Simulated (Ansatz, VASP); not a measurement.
## Hf: VASP beside Ansatz

```
Hf
1.0
    -1.77340    1.77340    1.77340
     1.77340   -1.77340    1.77340
     1.77340    1.77340   -1.77340
Hf
1
Cartesian
  0.0000 0.0000 0.0000
```

Alike in both runs: task single point; functional PBE; k mesh 8 × 8 × 8; occupations gaussian, width 0.05 eV; no spin polarisation.

```csv
,VASP,Ansatz
version,VASP 6.6.1,Ansatz 0.2.0
potentials or method,"VASP PAW PBE potentials, release 64 (Hf_pv), cutoff 500 eV","scalar-relativistic, plane waves, PAW"
valence electrons in the cell,10,26
```

|  | VASP | Ansatz | Ansatz less VASP |
| --- | --- | --- | --- |
| pressure (GPa) | -0.6 | -0.3 | +0.36 |

With one functional, cell and mesh, what is left measures potentials, basis and numerics. VASP's potentials hold 10 valence electrons a cell and Ansatz's 26, so a difference there can come from the potentials and not from the codes.

Spin-orbit coupling is off throughout.
